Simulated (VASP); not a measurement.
## NaI (rock salt type): single point with HSE06

The system is NaI (rock salt type).

```
CELL_PARAMETERS angstrom
0.00000 3.26500 3.26500
3.26500 0.00000 3.26500
3.26500 3.26500 0.00000
ATOMIC_POSITIONS crystal
Na 0.00530 0.00530 0.00530
I 0.50000 0.50000 0.50000
```

- Program: VASP 6.6.1
- Task: single point
- Functional: HSE06
- Potentials or basis: VASP PAW PBE potentials, release 64 (Na_pv, I)
- Cutoff: 520 eV
- k mesh: 4 × 4 × 4
- Occupations: fermi-dirac, width 0.05 eV
- Spin: no spin polarisation
- Dipole correction: no
- Grid for exact exchange (PRECFOCK): Normal
- Further INCAR settings: ALGO = Normal; EDIFF = 1e-07; NBANDS = 14
- Share of exact exchange: 0.25
- Screening parameter: 0.2079 1/Å

| Item | Value |
| --- | --- |
| Pressure | -0.2 GPa |
| Largest force | 0.043 eV/Å |
| Band gap on the k mesh | 4.58 eV |

Forces in eV/Å, atoms in the order of the input:
```
Na  -0.025 -0.025 -0.025
I    0.025  0.025  0.025
```

Levels at points of the mesh, in eV from the valence-band top:
```
           k point  band 4  band 5  band 6  band 7  band 8  band 9  band 10  band 11
(0.00, 0.00, 0.00)  -11.89    0.00    0.00    0.00    4.58    9.00     9.00     9.01
(0.50, 0.00, 0.00)  -11.56   -2.23   -0.29   -0.29    6.06    8.51     8.51     9.82
(0.50, 0.50, 0.50)  -11.56   -2.23   -0.29   -0.29    6.06    8.51     8.51     9.82
(0.50, 0.50, 0.00)  -11.48   -1.96   -0.76   -0.76    5.51    6.55    10.91    12.44
```

Run time: 8 min on 1 thread of AMD EPYC 9R45 96-Core Processor (Zen 5) (shared host), peak memory 0.29 GiB.

Caveat: the PAW data sets were made with another functional, which shifts forces and pressure a little; spin-orbit coupling is left out, which moves the levels of the heavy elements.
